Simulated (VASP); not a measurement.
Set up this calculation in VASP 6.6.1, as the native input.

```yaml
Task: relaxation of cell and atoms
Functional: PBE exchange alone
Potentials_or_basis: VASP PAW PBE potentials, release 64 (Te, Sn_d)
Cutoff: 600 eV
k_mesh: 7 × 7 × 7
Occupations: fermi-dirac, width 0.05 eV
Spin: no spin polarisation
Dipole_correction: no
Further_INCAR_settings: ALGO = Normal; EDIFF = 1e-06; IBRION = 2; EDIFFG = -0.01; NSW = 60; ISIF = 3
```

The structure of SnTe lies in POSCAR:

```
SnTe
1.0
    0.0000000000      3.1508500000      3.1508500000
    3.1508500000      0.0000000000      3.1508500000
    3.1508500000      3.1508500000      0.0000000000
Te Sn
1 1
Direct
    0.5000000000      0.5000000000      0.5000000000
    0.0000000000      0.0000000000      0.0000000000
```

One way to write it, as run:

INCAR

```
SYSTEM = SnTe
PREC     = Accurate       ! precision mode
ENCUT    = 600            ! plane-wave cutoff, eV
EDIFF    = 1E-6           ! SCF threshold, eV
ISMEAR   = -1             ! smearing method
SIGMA    = 0.05           ! smearing width, eV
LREAL    = .FALSE.        ! projectors in reciprocal space
LASPH    = .TRUE.         ! aspherical terms in the spheres
NELM     = 60             ! most SCF steps
ALGO     = Normal         ! electronic algorithm
ISIF     = 3              ! what is computed and relaxed
LWAVE    = .FALSE.        ! write WAVECAR
LCHARG   = .FALSE.        ! write CHGCAR
GGA      = PE             ! functional
ALDAC    = 0.0          
AGGAC    = 0.0          
IBRION   = 2              ! ionic algorithm
NSW      = 60             ! ionic steps
EDIFFG   = -0.01          ! ionic threshold
```

KPOINTS

```
regular mesh
0
G
  7 7 7
  0 0 0
```

Potentials or basis: VASP PAW PBE potentials, release 64 (Te, Sn_d).

Command:

```sh
$ cat potpaw_PBE.64/Te/POTCAR potpaw_PBE.64/Sn_d/POTCAR > POTCAR
$ mpirun -np 1 vasp_std > vasp.out
```

It gave:

* Relaxed volume: 40.88 Å³/atom
* Relaxed cell: a = 4.872 Å, b = 4.872 Å, c = 4.872 Å, α = 60.00°, β = 60.00°, γ = 60.00°
* Space group after relaxing (to 0.1 Å): Fm-3m (No. 225)
* Energy gained by relaxing: 265.7 meV/atom
* Ionic steps: 5
* Pressure after relaxing: 0.0 GPa

Caveat: the volume moved by over 15 % at a fixed basis, so the end points are rough.

Run time: 78 s on 1 thread of Intel Xeon 8259CL (shared host), peak memory 0.23 GiB.
